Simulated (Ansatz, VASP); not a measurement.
**C: VASP beside Ansatz**

```
C
1.0
    -0.80815    0.80815    3.31748
     0.80815   -0.80815    3.31748
     0.80815    0.80815   -3.31748
C
1
Cartesian
  0.0000 0.0000 0.0000
```

Alike in both runs: functional PBEsol; k mesh 46 × 46 × 46; occupations gaussian, width 0.1 eV; no spin polarisation.

Ansatz relaxed the structure, and its values are those at the end. VASP's run is a single point on that final structure, the one shown.

|  | VASP | Ansatz |
| --- | --- | --- |
| version | VASP 6.6.1 | Ansatz 0.2.0 |
| potentials or method | VASP PAW PBE potentials, release 64 (C), cutoff 520 eV | scalar-relativistic, plane waves, PAW |
| valence electrons in the cell | 4 | 4 |

VASP gave:

```
gap on the k mesh at the Fermi level (eV) : none
pressure (GPa)                            : 0.4
```

**Question.** What did Ansatz give for the same quantities?

**Answer.** gap on the k mesh at the Fermi level (eV): none; pressure (GPa): 0.0.

VASP's potentials were made for PBE, not for PBEsol. A gap of «none» marks a metal or a gap that the smearing closes. The functional is the same, so the differences come from potentials, cutoffs and numerics.
